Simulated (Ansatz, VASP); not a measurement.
# TiB2 in VASP and in Ansatz

```xyz
3
Lattice="2.9940 0.0000 0.0000 -1.4970 2.5929 0.0000 0.0000 0.0000 3.1596" Properties=species:S:1:pos:R:3 pbc="T T T"
Ti    0.0000    0.0000    0.0000
B     0.0000    1.7286    1.5798
B     1.4970    0.8643    1.5798
```

Alike in both runs: functional LDA; k mesh 11 × 11 × 9; occupations fermi-dirac, width 0.1 eV; no spin polarisation.

Ansatz relaxed the structure, and its values are those at the end. VASP's run is a single point on that final structure, the one shown.

|  | VASP | Ansatz |
| --- | --- | --- |
| version | VASP 6.6.1 | Ansatz 0.2.0 |
| potentials or method | VASP PAW LDA potentials, release 64 (Ti_sv, B) | PAW with Ansatz's default frozen-core files, scalar-relativistic |
| plane-wave cutoff (eV) | 520 | 420 |
| valence electrons in the cell | 18 | 18 |

```tsv
	VASP	Ansatz	Ansatz less VASP
pressure (GPa)	0.6	0.0	-0.64
```

LDA's correlation is that of Perdew and Zunger in VASP and of Perdew and Wang (1992) in Ansatz.
